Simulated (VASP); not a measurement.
# PbI2 (P-3m1) in VASP: settings compared

The runs below take PbI2 through single point, with BLYP, PBE.

All numbers are computed with VASP 6.6.1; they aren't measurements. Logs are shortened: lines on timing, memory, paths and dates and some standing lists are left out, and cuts for length are marked.

## Step 1: The cell of the first run

It takes space group P-3m1 (No. 164, trigonal). Conventional cell: a = 4.555 Å, b = 4.555 Å, c = 6.977 Å, α = 90.00°, β = 90.00°, γ = 120.00°. Within 4.2 Å of Pb (site symmetry -3m) lie 6 I at 3.21 Å. Within 4.2 Å of I (site symmetry 3m) lie 3 Pb at 3.21 Å.

## Step 2: Single point, BLYP

INCAR

```
  PREC = Accurate
  ENCUT = 500
  EDIFF = 1E-6
  ISMEAR = 0
  SIGMA = 0.1
  LREAL = False
  LASPH = True
  NELM = 120
  ALGO = Normal
  ISIF = 2
  LWAVE = False
  LCHARG = False
  GGA = B5
  ALDAX = 1.0
  AGGAX = 1.0
  AGGAC = 1.0
  ALDAC = 0.0
  NBANDS = 21
  GGA_COMPAT = False
```

KPOINTS

```
Automatic mesh
0
Gamma
  2 2 1
  0 0 0.5
```

POSCAR

```
PbI2
1.0
    4.5550018558      0.0000000000      0.0000000000
   -2.2775009279      3.9447473214      0.0000000000
    0.0000000000      0.0000000000      6.9770000000
Pb I
1 2
Direct
    0.0000000000      0.0000000000      0.0000000000
    0.3333333333      0.6666666667      0.2650000000
    0.6666666667      0.3333333333      0.7350000000
```

Potentials or basis: VASP PAW PBE potentials, release 64 (Pb_d, I).

The run is started by

```bash
> cat potpaw_PBE.64/Pb_d/POTCAR potpaw_PBE.64/I/POTCAR > POTCAR
> mpirun -np 1 vasp_std > vasp.out
```

OUTCAR:

```text
PREC = Accurate
   ENCUT = 500
   EDIFF = 1E-6
   ISMEAR = 0
   LREAL = False
   LASPH = True
   NELM = 120
   ISIF = 2
   GGA = B5

 ion  position               nearest neighbor table
   1  0.000  0.000  0.000-   2 3.21   3 3.21   2 3.21   3 3.21   3 3.21   2 3.21
   2  0.333  0.667  0.265-   1 3.21   1 3.21   1 3.21
   3  0.667  0.333  0.735-   1 3.21   1 3.21   1 3.21

  LATTYP: Found a hexagonal cell.
 ALAT       =     4.5550018558
 C/A-ratio  =     1.5317227568

  Lattice vectors:

 A1 = (   4.5550018558,   0.0000000000,   0.0000000000)
 A2 = (  -2.2775009279,   3.9447473214,   0.0000000000)
 A3 = (   0.0000000000,   0.0000000000,   6.9770000000)

Analysis of symmetry for initial positions (statically):
=====================================================================
 Subroutine PRICEL returns:
 Original cell was already a primitive cell.

 Routine SETGRP: Setting up the symmetry group for a
 hexagonal supercell.

 Subroutine GETGRP returns: Found 12 space group operations
 (whereof 12 operations were pure point group operations)
 out of a pool of 24 trial point group operations.

The static configuration has the point symmetry D_3d.

Analysis of symmetry for dynamics (positions and initial velocities):
=====================================================================
 Subroutine PRICEL returns:
 Original cell was already a primitive cell.

 Routine SETGRP: Setting up the symmetry group for a
 hexagonal supercell.

 Subroutine GETGRP returns: Found 12 space group operations
 (whereof 12 operations were pure point group operations)
 out of a pool of 24 trial point group operations.

The dynamic configuration has the point symmetry D_3d.

 Subroutine INISYM returns: Found 12 space group operations
 (whereof 12 operations are pure point group operations),
 and found     1 'primitive' translations

----------------------------------------------------------------------------------------

                                     Primitive cell

  volume of cell :     125.3650

  direct lattice vectors                    reciprocal lattice vectors
     4.555001856  0.000000000  0.000000000     0.219538879  0.126750831  0.000000000
    -2.277500928  3.944747321  0.000000000     0.000000000  0.253501661  0.000000000
     0.000000000  0.000000000  6.977000000     0.000000000  0.000000000  0.143328078

  length of vectors
     4.555001856  4.555001856  6.977000000     0.253501661  0.253501661  0.143328078

  position of ions in fractional coordinates (direct lattice)
     0.000000000  0.000000000  0.000000000
     0.333333333  0.666666667  0.265000000
     0.666666667  0.333333333  0.735000000

  ion indices of the primitive-cell ions
   primitive index   ion index
                 1           1
                 2           2
                 3           3

----------------------------------------------------------------------------------------

 KPOINTS: Automatic mesh

Automatic generation of k-mesh.
 Grid dimensions read from file:
 generate k-points for:    2    2    1

 Generating k-lattice:

  Cartesian coordinates                     Fractional coordinates (reciprocal lattice)
     0.109769439  0.063375415  0.000000000     0.500000000  0.000000000  0.000000000
     0.000000000  0.126750831  0.000000000     0.000000000  0.500000000  0.000000000
     0.000000000  0.000000000  0.143328078     0.000000000  0.000000000  1.000000000

  Length of vectors
     0.126750831  0.126750831  0.143328078

  Shift w.r.t. Gamma in fractional coordinates (k-lattice)
     0.000000000  0.000000000  0.500000000

 Subroutine IBZKPT returns following result:
 ===========================================

 Found      2 irreducible k-points:

 Following reciprocal coordinates:
            Coordinates               Weight
  0.000000  0.000000  0.500000      1.000000
  0.500000  0.000000  0.500000      3.000000
   k-points           NKPTS =      2   k-points in BZ     NKDIM =      2   number of bands    NBANDS=     21
   number of dos      NEDOS =    301   number of ions     NIONS =      3
   total plane-waves  NPLWV =  69984
   dimension x,y,z NGX =    36 NGY =   36 NGZ =   54
   dimension x,y,z NGXF=    72 NGYF=   72 NGZF=  108
   ions per type =               1   2
   NGX,Y,Z   is equivalent  to a cutoff of  13.14, 13.14, 12.87 a.u.
   NGXF,Y,Z  is equivalent  to a cutoff of  26.28, 26.28, 25.73 a.u.
 SYSTEM =  unknown system
   PREC   = accura    normal or accurate (medium, high low for compatibility)
   ISTART =      0    job   : 0-new  1-cont  2-samecut
   ICHARG =      2    charge: 1-file 2-atom 10-const
   ISPIN  =      1    spin polarized calculation?
   LNONCOLLINEAR =      F non collinear calculations
   LSORBIT =      F    spin-orbit coupling
   LASPH  =      T    aspherical Exc in radial PAW
   ENCUT  =  500.0 eV  36.75 Ry    6.06 a.u.   8.30  8.30 12.72*2*pi/ulx,y,z
   NELM   =    120;   NELMIN=  2; NELMDL= -5     # of ELM steps
   EDIFF  = 0.1E-05   stopping-criterion for ELM
   LREAL  =      F    real-space projection
   EDIFFG = 0.1E-04   stopping-criterion for IOM
   NSW    =      0    number of steps for IOM
   IBRION =     -1    ionic relax: 0-MD 1-quasi-New 2-CG
   NFREE  =      0    steps in history (QN), initial steepest desc. (CG)
   ISIF   =      2    stress and relaxation
   ISYM   =      2    0-nonsym 1-usesym 2-fastsym
   POTIM  = 0.5000    time-step for ionic-motion
   TEBEG  =    0.0;   TEEND  =   0.0 temperature during run
   PSTRESS=    0.0 pullay stress
   NELECT =      28.0000    total number of electrons
   NUPDOWN=      -1.0000    fix difference up-down
   EMIN   =  10.00;   EMAX   =-10.00  energy-range for DOS
   EFERMI =   0.00;   METHOD = LEGACY
   ISMEAR =     0;   SIGMA  =   0.10  broadening in eV -4-tet -1-fermi 0-gaus
   EFERMI_NEDOS =   21; number of points for ismear=-14 and -15
   IALGO  =     38    algorithm
   IMIX   =      4    mixing-type and parameters
     AMIX     =   0.40;   BMIX     =  1.00
     AMIX_MAG =   1.60;   BMIX_MAG =  1.00
  volume/ion in A,a.u.               =      41.79       282.00
  Fermi-wavevector in a.u.,A,eV,Ry     =   0.993273  1.877014 13.423392  0.986591
  Thomas-Fermi vector in A             =   2.125143
   LORBIT       =      0    0 simple, 1 ext, 2 COOP (PROOUT), +10 PAW based schemes
   GGA     = B5    functional components
   LHFCALC =     F    Hartree Fock is set to
   AEXX    =    0.0000 exact exchange contribution
   IVDW    =     0    specifies the selected vdW correction
   LEPSILON=     F    determine dielectric tensor
   LRPA    =     F    only Hartree local field effects (RPA)
 non-spin polarized calculation
 Gauss-broadening in eV      SIGMA  =   0.10
  energy-cutoff  :      500.00
  volume of cell :      125.37
 maximum number of plane-waves:      3194
 NGX is ok and might be reduce to    36
   NGX = 17   NGY = 17   NGZ = 25

 number of electron      28.0000001 magnetization

 Free energy of the ion-electron system (eV)
  ---------------------------------------------------
  ext. energy  EPLUGINS =         0.00000000
  ---------------------------------------------------
  free energy    TOTEN  =        -6.93299301 eV

  energy without entropy =       -6.93299301  energy(sigma->0) =       -6.93299301

 E-fermi :   3.6273     XC(G=0):  -7.6458

 val. band max:        3.1152517205   @ k =   0.0000   0.0000   0.5000
 cond. band min:       5.3107049501   @ k =   0.0000   0.0000   0.5000
 fundamental gap:      2.1954532296
 Fermi energy:         3.6272807961

 k-point     1 :       0.0000    0.0000    0.5000
  band No.  band energies     occupation
      1     -13.0776      2.00000
      2     -13.0776      2.00000
      3     -13.0687      2.00000
      4     -13.0529      2.00000
      5     -13.0529      2.00000
      6      -8.9245      2.00000
[... 13 lines left out ...]
     20      10.5067      0.00000
     21      11.2611      0.00000

 k-point     2 :       0.5000    0.0000    0.5000
  band No.  band energies     occupation
      1     -13.1213      2.00000
      2     -13.0755      2.00000
      3     -13.0634      2.00000
      4     -13.0493      2.00000
      5     -13.0363      2.00000
      6      -8.3479      2.00000
[... 13 lines left out ...]
     20      11.3858      0.00000
     21      12.0602      0.00000

------------------------ aborting loop because EDIFF is reached ----------------------------------------

  FORCE on cell =-STRESS in cart. coord.  units (eV):
  Direction    XX          YY          ZZ          XY          YZ          ZX
  --------------------------------------------------------------------------------------
  -------------------------------------------------------------------------------------
  Total        4.4210584      4.4210584      2.7191572     -0.0000000      0.0000000     -0.0000000
  in kB       56.5015508     56.5015508     34.7510897     -0.0000000      0.0000000     -0.0000000
  external PRESSURE =      49.2513971 kB  Pullay stress =       0.0000000 kB

 VOLUME and BASIS-vectors are now :
 -----------------------------------------------------------------------------
  energy-cutoff  :      500.00
  volume of cell :      125.37
      direct lattice vectors                 reciprocal lattice vectors
     4.555001856  0.000000000  0.000000000     0.219538879  0.126750831  0.000000000
    -2.277500928  3.944747321  0.000000000     0.000000000  0.253501661  0.000000000
     0.000000000  0.000000000  6.977000000     0.000000000  0.000000000  0.143328078

 POSITION                                       TOTAL-FORCE (eV/Angst)
 -----------------------------------------------------------------------------------
      0.00000      0.00000      0.00000         0.000000      0.000000      0.000000
     -0.00000      2.62983      1.84891        -0.000000     -0.000000      0.099242
      2.27750      1.31492      5.12809         0.000000      0.000000     -0.099242
 -----------------------------------------------------------------------------------
    total drift:                               -0.000000     -0.000000      0.000000

  FREE ENERGIE OF THE ION-ELECTRON SYSTEM (eV)
  ---------------------------------------------------
  free  energy   TOTEN  =        -6.9329930141 eV

  energy  without entropy=       -6.9329930141  energy(sigma->0) =       -6.93299301
```

It took 55 s on 1 thread of Intel Xeon Platinum 8259CL at 2.50GHz (Skylake/Cascade Lake), shared host; peak memory 0.22 GiB.

What came out:

```
Free energy            : -6.9330 eV
Pressure               : 4.9 GPa
Largest force          : 0.099 eV/Å
Band gap on the k mesh : 2.20 eV, direct
```

Forces on the atoms (eV/Å):
```
Pb   0.000  0.000  0.000
I    0.000  0.000  0.099
I    0.000  0.000 -0.099
```

Stress tensor (GPa, compression positive):
```
5.65 0.00 0.00
0.00 5.65 0.00
0.00 0.00 3.48
```

Caveat: the k points lie up to 0.90 Å⁻¹ apart; the PAW data sets were made with another functional, which shifts forces and pressure a little; spin-orbit coupling is left out, which moves the levels of the heavy elements; this functional lacks dispersion, which binds the layers, so the pressure and a relaxed spacing across them are unreliable. A k mesh can miss the band edges.

## Step 3: Single point, PBE

INCAR

```
SYSTEM = PbI2
PREC = Accurate
ENCUT = 500
EDIFF = 1E-6
ISMEAR = 0
SIGMA = 0.1
LREAL = .False.
LASPH = .True.
NELM = 120
ALGO = Normal
ISIF = 2
LWAVE = .False.
LCHARG = .False.
GGA = PE
NBANDS = 21
GGA_COMPAT = .False.
```

KPOINTS

```
Automatic mesh
0
Gamma
  3 3 1
  0 0 0
```

POSCAR is that of step 2.

Potentials or basis: VASP PAW PBE potentials, release 64 (Pb_d, I).

The run is started by

```bash
> cat potpaw_PBE.64/Pb_d/POTCAR potpaw_PBE.64/I/POTCAR > POTCAR
> mpirun -np 1 vasp_std > vasp.out
```

It took 27 s on 1 thread of Intel Xeon Platinum 8259CL at 2.50GHz (Skylake/Cascade Lake), shared host; peak memory 0.22 GiB.

It converged, with:

* Free energy: -8.6285 eV
* Pressure: 1.4 GPa
* Largest force: 0.191 eV/Å
* Band gap on the k mesh: 2.77 eV, indirect (least direct gap 3.15 eV)

Forces on the atoms (eV/Å):
```
Pb   0.000  0.000  0.000
I    0.000  0.000  0.191
I    0.000  0.000 -0.191
```

Stress tensor (GPa, compression positive):
```
1.59 0.00 0.00
0.00 1.59 0.00
0.00 0.00 1.14
```

Levels at points of the mesh, in eV from the valence-band top:
| k point | band 10 | band 11 | band 12 | band 13 | band 14 | band 15 | band 16 | band 17 | band 18 | band 19 |
| --- | --- | --- | --- | --- | --- | --- | --- | --- | --- | --- |
| (0.00, 0.00, 0.00) | -0.71 | -0.71 | -0.62 | -0.62 | -0.38 | 2.77 | 3.67 | 3.67 | 6.72 | 7.80 |

Caveat: the k points lie up to 0.90 Å⁻¹ apart; spin-orbit coupling is left out, which moves the levels of the heavy elements; this functional lacks dispersion, which binds the layers, so the pressure and a relaxed spacing across them are unreliable.
